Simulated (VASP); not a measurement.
# Fe2O3 (R-3c) in VASP: single point with PBEsol

Aim: the single point of Fe2O3 with PBEsol.

Program: VASP 6.6.1. These are calculated values, not measurements. Logs are shortened: lines on timing, memory, paths and dates and some standing lists are left out, and cuts for length are marked.

### Step 1. The cell of the first run

The structure is trigonal, space group R-3c (No. 167). The conventional cell has a = 4.698 Å, b = 4.698 Å, c = 13.191 Å, α = 90.00°, β = 90.00°, γ = 120.00°. Within 2.6 Å of Fe (site symmetry 3) lie 6 O at 1.87 to 1.94 Å and 1 Fe at 2.52 Å. O (site symmetry 2) has 4 Fe at 1.87 to 1.94 Å and 12 O at 2.55 to 2.79 Å within 2.8 Å.

### Step 2. Single point, PBEsol, collinear spin, ferromagnetic start

Contents of INCAR:

```
PREC = Accurate
ENCUT = 600
EDIFF = 1E-6
ISMEAR = -1
SIGMA = 0.05
LREAL = False
LASPH = True
NELM = 200
ALGO = Normal
ISIF = 2
LWAVE = False
LCHARG = False
ISPIN = 2
MAGMOM = 3 3 3 3 0 0 0 0 0 0
LORBIT = 11
LMAXMIX = 4
GGA = PS
NBANDS = 49
GGA_COMPAT = False
```

Contents of KPOINTS:

```
regular mesh
0
Gamma
  7 7 7
```

Contents of POSCAR:

```
Fe2O3
1.0
    2.3488854612      1.3561296533      4.3969140280
   -2.3488854612      1.3561296533      4.3969140280
    0.0000000000     -2.7122593066      4.3969140280
Fe O
4 6
Direct
    0.3453676043      0.3453676043      0.3453676043
    0.1546323957      0.1546323957      0.1546323957
    0.6546323957      0.6546323957      0.6546323957
    0.8453676043      0.8453676043      0.8453676043
    0.5639137589      0.2500000000      0.9360862411
    0.2500000000      0.9360862411      0.5639137589
    0.9360862411      0.5639137589      0.2500000000
    0.4360862411      0.7500000000      0.0639137589
    0.7500000000      0.0639137589      0.4360862411
    0.0639137589      0.4360862411      0.7500000000
```

Potentials or basis: VASP PAW PBE potentials, release 64 (Fe, O).

Launch:

```
cat potpaw_PBE.64/Fe/POTCAR potpaw_PBE.64/O/POTCAR > POTCAR
mpirun -np 1 vasp_std > vasp.out
```

OUTCAR:

```text
PREC = Accurate
   ENCUT = 600
   EDIFF = 1E-6
   ISMEAR = -1
   LREAL = False
   LASPH = True
   NELM = 200
   ISIF = 2
   ISPIN = 2
   LORBIT = 11
   GGA = PS

 ion  position               nearest neighbor table
   1  0.345  0.345  0.345-   8 1.87  10 1.87   9 1.87   6 1.94   5 1.94   7 1.94   2 2.52   3 2.73
                             3 2.73   3 2.73
   2  0.155  0.155  0.155-   9 1.87  10 1.87   8 1.87   6 1.94   5 1.94   7 1.94   1 2.52   4 2.73
                             4 2.73   4 2.73
   3  0.655  0.655  0.655-   5 1.87   7 1.87   6 1.87   8 1.94   9 1.94  10 1.94   4 2.52   1 2.73
                             1 2.73   1 2.73
   4  0.845  0.845  0.845-   6 1.87   7 1.87   5 1.87   8 1.94   9 1.94  10 1.94   3 2.52   2 2.73
                             2 2.73   2 2.73
   5  0.564  0.250  0.936-   3 1.87   4 1.87   1 1.94   2 1.94
   6  0.250  0.936  0.564-   4 1.87   3 1.87   1 1.94   2 1.94
   7  0.936  0.564  0.250-   3 1.87   4 1.87   1 1.94   2 1.94
   8  0.436  0.750  0.064-   1 1.87   2 1.87   3 1.94   4 1.94
   9  0.750  0.064  0.436-   2 1.87   1 1.87   3 1.94   4 1.94
  10  0.064  0.436  0.750-   1 1.87   2 1.87   3 1.94   4 1.94

  LATTYP: Found a trigonal (rhomboedric) cell.
 ALAT       =     5.1661594551
 COS(alpha) =     0.5865546976

  Lattice vectors:

 A1 = (   2.3488854612,   1.3561296533,   4.3969140280)
 A2 = (  -2.3488854612,   1.3561296533,   4.3969140280)
 A3 = (   0.0000000000,  -2.7122593066,   4.3969140280)

Analysis of symmetry for initial positions (statically):
=====================================================================
 Subroutine PRICEL returns:
 Original cell was already a primitive cell.

 Routine SETGRP: Setting up the symmetry group for a
 trigonal (rhombohedral) supercell.

 Subroutine GETGRP returns: Found 12 space group operations
 (whereof  6 operations were pure point group operations)
 out of a pool of 12 trial point group operations.

The static configuration has the point symmetry S_6 .
 The point group associated with its full space group is D_3d.

Analysis of symmetry for dynamics (positions and initial velocities):
=====================================================================
 Subroutine PRICEL returns:
 Original cell was already a primitive cell.

 Routine SETGRP: Setting up the symmetry group for a
 trigonal (rhombohedral) supercell.

 Subroutine GETGRP returns: Found 12 space group operations
 (whereof  6 operations were pure point group operations)
 out of a pool of 12 trial point group operations.

[... 183 lines left out ...]

 val. band max:        5.9884737512   @ k =  -0.4286   0.4286   0.1429
 cond. band min:       5.9918843334   @ k =  -0.2857   0.1429   0.1429
 fundamental gap:      0.0034105822
 Fermi energy:         5.9910080095

 spin component 1

 k-point     1 :       0.0000    0.0000    0.0000
  band No.  band energies     occupation
      1     -15.5441      1.00000
      2     -13.4907      1.00000
      3     -13.4624      1.00000
      4     -13.4624      1.00000
      5     -13.2703      1.00000
      6     -13.2703      1.00000
[... 1165 lines left out ...]
     45      13.6446      0.00000
     46      15.7508      0.00000

 [... further k-points ...]

 spin component 2

 k-point     1 :       0.0000    0.0000    0.0000
  band No.  band energies     occupation
      1     -15.4688      1.00000
      2     -13.4190      1.00000
      3     -13.3847      1.00000
      4     -13.3847      1.00000
      5     -13.1960      1.00000
      6     -13.1960      1.00000
[... 1165 lines left out ...]
     45      13.7771      0.00000
     46      15.8742      0.00000

 [... further k-points ...]

 [bands above 46 left out]

------------------------ aborting loop because EDIFF is reached ----------------------------------------

  FORCE on cell =-STRESS in cart. coord.  units (eV):
  Direction    XX          YY          ZZ          XY          YZ          ZX
  --------------------------------------------------------------------------------------
  -------------------------------------------------------------------------------------
  Total        1.0301130      1.0301130      1.0340105      0.0000000     -0.0000000     -0.0000000
  in kB       19.6396241     19.6396241     19.7139315      0.0000000     -0.0000000     -0.0000000
  external PRESSURE =      19.6643932 kB  Pullay stress =       0.0000000 kB

 VOLUME and BASIS-vectors are now :
 -----------------------------------------------------------------------------
  energy-cutoff  :      600.00
  volume of cell :       84.04
      direct lattice vectors                 reciprocal lattice vectors
     2.348885461  1.356129653  4.396914028     0.212866914  0.122898770  0.075810746
    -2.348885461  1.356129653  4.396914028    -0.212866914  0.122898770  0.075810746
     0.000000000 -2.712259307  4.396914028     0.000000000 -0.245797540  0.075810746

 POSITION                                       TOTAL-FORCE (eV/Angst)
 -----------------------------------------------------------------------------------
      0.00000      0.00000      4.55565         0.000000     -0.000000      0.045760
      0.00000      0.00000      2.03972         0.000000     -0.000000     -0.045760
      0.00000      0.00000      8.63509         0.000000     -0.000000     -0.045760
      0.00000      0.00000     11.15103         0.000000     -0.000000      0.045760
      0.73735     -1.43514      7.69460         0.012141      0.021029      0.000000
     -1.61154      0.07901      7.69460         0.012141     -0.021029      0.000000
      0.87419      1.35613      7.69460        -0.024283     -0.000000      0.000000
     -0.73735      1.43514      5.49614        -0.012141     -0.021029      0.000000
      1.61154     -0.07901      5.49614        -0.012141      0.021029      0.000000
     -0.87419     -1.35613      5.49614         0.024283     -0.000000      0.000000
 -----------------------------------------------------------------------------------
    total drift:                                0.000000      0.000000     -0.000000

  FREE ENERGIE OF THE ION-ELECTRON SYSTEM (eV)
  ---------------------------------------------------
  free  energy   TOTEN  =       -79.7588782826 eV

  energy  without entropy=      -79.6862924566  energy(sigma->0) =      -79.72258537

 total charge

# of ion       s       p       d       tot
------------------------------------------
    1        0.436   0.715   6.375   7.527
    2        0.436   0.715   6.375   7.527
    3        0.436   0.715   6.375   7.527
    4        0.436   0.715   6.375   7.527
    5        1.553   3.455   0.000   5.008
    6        1.553   3.455   0.000   5.008
    7        1.553   3.455   0.000   5.008
    8        1.553   3.455   0.000   5.008
    9        1.553   3.455   0.000   5.008
   10        1.553   3.455   0.000   5.008
--------------------------------------------------
tot         11.063  23.592  25.502  60.157

 magnetization (x)

# of ion       s       p       d       tot
------------------------------------------
    1        0.006   0.010   0.921   0.938
    2        0.006   0.010   0.921   0.938
    3        0.006   0.010   0.921   0.938
    4        0.006   0.010   0.921   0.938
    5        0.000   0.031   0.000   0.031
    6        0.000   0.031   0.000   0.031
    7        0.000   0.031   0.000   0.031
    8        0.000   0.031   0.000   0.031
    9        0.000   0.031   0.000   0.031
   10        0.000   0.031   0.000   0.031
--------------------------------------------------
tot          0.027   0.225   3.686   3.937
```

It took 21 min on 1 thread of Oxide Virtual Turin-like, shared host; peak memory 0.47 GiB.

Results:

```yaml
Free_energy: -79.7589 eV
Pressure: 2.0 GPa
Largest_force: 0.046 eV/Å
Band_gap_on_the_k_mesh: zero (filled and empty bands overlap)
Net_moment: 4.00 μB per cell
Site_moments: Fe +0.94; O +0.03 μB
Valence_electrons_inside_the_program's_atomic_spheres: Fe 7.53; O 5.01
```

Forces on the atoms (eV/Å):
```
Fe   0.000  0.000  0.046
Fe   0.000  0.000 -0.046
Fe   0.000  0.000 -0.046
Fe   0.000  0.000  0.046
O    0.012  0.021  0.000
O    0.012 -0.021  0.000
O   -0.024  0.000  0.000
O   -0.012 -0.021  0.000
O   -0.012  0.021  0.000
O    0.024  0.000  0.000
```

Levels at points of the mesh, in eV from the Fermi level:
Spin up:
```csv
k point,band 32,band 33,band 34,band 35,band 36,band 37,band 38,band 39,band 40,band 41
"(0.00, 0.00, 0.00)",-1.54,-0.88,-0.52,-0.52,-0.45,0.47,0.47,0.61,0.61,2.33
```
Spin down:
```
           k point  band 29  band 30  band 31  band 32  band 33  band 34  band 35  band 36
(0.00, 0.00, 0.00)    -0.79    -0.71    -0.71    -0.38     0.33     0.33     0.42     0.87
```

Caveat: the PAW data sets were made with another functional, which shifts forces and pressure a little; semilocal functionals often make such compounds metallic where correlation or magnetic order opens a gap, which also shifts bond lengths; the run started ferromagnetic, and an antiferromagnetic order may lie lower in energy. With open d or f shells a metallic result of PBEsol can be an artefact of self-interaction; +U or a hybrid may open a gap.
